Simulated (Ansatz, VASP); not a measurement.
N in VASP and in Ansatz

```
CELL_PARAMETERS angstrom
-1.21852 1.21852 1.21852
1.21852 -1.21852 1.21852
1.21852 1.21852 -1.21852
ATOMIC_POSITIONS crystal
N 0.00000 0.00000 0.00000
```

Alike in both runs: task single point; functional PBEsol; k mesh 16 × 16 × 16; occupations fermi-dirac, width 0.05 eV; no spin polarisation.

|  | VASP | Ansatz |
| --- | --- | --- |
| version | VASP 6.6.1 | Ansatz 0.2.0 |
| potentials or method | VASP PAW PBE potentials, release 64 (N), cutoff 600 eV | all-electron LAPW, scalar-relativistic |

Ansatz gave:

| Property | Result |
| --- | --- |
| pressure (GPa) | -10.0 |

Question: Which values does VASP return?

Answer: Pressure (GPa): -10.5.

VASP's potentials were made for PBE, not for PBEsol. Ansatz ran all-electron here, and VASP with PAW potentials.
